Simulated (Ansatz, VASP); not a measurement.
Two plane-wave programs on Hf3Si2N

Contents of INCAR:

```
PREC     = Accurate       # precision mode
ENCUT    = 600            # plane-wave cutoff, eV
EDIFF    = 1E-6           # SCF threshold, eV
ISMEAR   = 0              # smearing method
SIGMA    = 0.1            # smearing width, eV
LREAL    = False          # projectors in reciprocal space
LASPH    = True           # aspherical terms in the spheres
NELM     = 80             # most SCF steps
ALGO     = Normal         # electronic algorithm
ISIF     = 3              # what is computed and relaxed
LWAVE    = False          # write WAVECAR
LCHARG   = False          # write CHGCAR
GGA      = PE             # functional
IBRION   = 2              # ionic algorithm
NSW      = 100            # ionic steps
EDIFFG   = -0.01          # ionic threshold
```

KPOINTS

```
Automatic mesh
0
Gamma
  12 12 4
```

POSCAR

```
Hf3Si2N
1.0
    3.1325650978      0.0000000000      0.0000000000
    0.0000000000      3.1325650978      0.0000000000
    0.0000000000      0.0000000000     10.5268269875
Hf Si N
3 2 1
Direct
    0.0000000000      0.0000000000      0.6195557111
    0.0000000000      0.0000000000      0.2719661443
    0.5000000000      0.5000000000      0.8401020475
    0.0000000000      0.0000000000      0.0135958327
    0.5000000000      0.5000000000      0.4656527757
    0.5000000000      0.5000000000      0.2891274987
```

Input for Ansatz:

```yaml
crystal:
  lattice:
    - [3.1325650978, 0.0, 0.0]
    - [0.0, 3.1325650978, 0.0]
    - [0.0, 0.0, 10.5268269875]
  atoms:
    - { symbol: Hf, position: [0.0, 0.0, 0.6195557111] }
    - { symbol: Hf, position: [0.0, 0.0, 0.2719661443] }
    - { symbol: Hf, position: [0.5, 0.5, 0.8401020475] }
    - { symbol: Si, position: [0.0, 0.0, 0.0135958327] }
    - { symbol: Si, position: [0.5, 0.5, 0.4656527757] }
    - { symbol: "N", position: [0.5, 0.5, 0.2891274987] }
basis:
  ecutwfc: 420
kpoints:
  mp_grid: { grid: [12, 12, 4] }
hamiltonian:
  xc: pbe
scf:
  occupations: { method: gaussian, width: 0.1 }
output:
  forces: true
  stress: true
  eigenvalues: true
relax:
  adjacent_minimum: "off"
  f_tol: 0.01
  max_steps: 80
  cell: { stress_tol: 0.05 }
```

Change from the starting cell: species swapped into the MnAl2Cr3 type (P4mm, No. 99).

Alike in both runs: task relaxation of cell and atoms; functional PBE; k mesh 12 × 12 × 4; occupations gaussian, width 0.1 eV; no spin polarisation.

```csv
,VASP,Ansatz
version,VASP 6.6.1,Ansatz 0.2.0
potentials or method,"VASP PAW PBE potentials, release 64 (Hf_pv, Si, N), cutoff 600 eV","scalar-relativistic, plane waves, PAW"
valence electrons in the cell,43,91
```

Ansatz gave:

- gap on the k mesh at the Fermi level, each at its own relaxed structure (eV): none
- relaxed volume (Å³/atom): 17.26
- relaxed length of the cell vector where the two differ most in proportion (Å): 3.127

Task: Which values does VASP return?

Result: gap on the k mesh at the Fermi level, each at its own relaxed structure (eV): none; relaxed volume (Å³/atom): 17.18; relaxed length of the cell vector where the two differ most in proportion (Å): 3.120.

A gap of «none» marks a metal or a gap that the smearing closes. VASP's potentials hold 43 valence electrons a cell and Ansatz's 91, so a difference there can come from the potentials and not from the codes.

Neither program's run includes spin-orbit coupling.
